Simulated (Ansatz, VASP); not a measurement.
## MgO: VASP beside Ansatz

The input INCAR:

```
  PREC = Accurate
  ENCUT = 520
  EDIFF = 1E-6
  ISMEAR = 0
  SIGMA = 0.05
  LREAL = F
  LASPH = T
  NELM = 60
  ALGO = Normal
  ISIF = 2
  LWAVE = F
  LCHARG = F
  GGA = PE
  NBANDS = 11
```

File KPOINTS:

```
regular mesh
0
Gamma
  14 14 14
```

Contents of POSCAR:

```
MgO
1.0
    0.0000000000      2.0987536487      2.0987536487
    2.0987536487      0.0000000000      2.0987536487
    2.0987536487      2.0987536487      0.0000000000
Mg O
1 1
Direct
    0.0000000000      0.0000000000      0.0000000000
    0.5000000000      0.5000000000      0.5000000000
```

Input for Ansatz:

```yaml
crystal:
  lattice:
    - [0.0, 2.0987536487, 2.0987536487]
    - [2.0987536487, 0.0, 2.0987536487]
    - [2.0987536487, 2.0987536487, 0.0]
  atoms:
    - { symbol: Mg, position: [0.0, 0.0, 0.0] }
    - { symbol: O, position: [0.5, 0.5, 0.5] }
basis:
  ecutwfc: 420
  ecutrho_ratio: 4
kpoints:
  mp_grid: { grid: [14, 14, 14] }
hamiltonian:
  xc: pbe
scf:
  occupations: { method: gaussian, width: 0.05 }
output:
  forces: true
  stress: true
  eigenvalues: true
```

Alike in both runs: task single point; functional PBE; k mesh 14 × 14 × 14; occupations gaussian, width 0.05 eV; no spin polarisation.

|  | VASP | Ansatz |
| --- | --- | --- |
| version | VASP 6.6.1 | Ansatz 0.2.0 |
| potentials or method | VASP PAW PBE potentials, release 64 (Mg, O), cutoff 520 eV | scalar-relativistic, plane waves, PAW |
| valence electrons in the cell | 8 | 16 |

```tsv
	VASP	Ansatz	Ansatz less VASP
gap on the k mesh at the Fermi level (eV)	4.83	4.84	+0.017
least direct gap on the mesh (eV)	4.83	4.84	+0.017
pressure (GPa)	5.7	6.5	+0.73
```

VASP's potentials hold 8 valence electrons a cell and Ansatz's 16, so a difference there can come from the potentials and not from the codes.
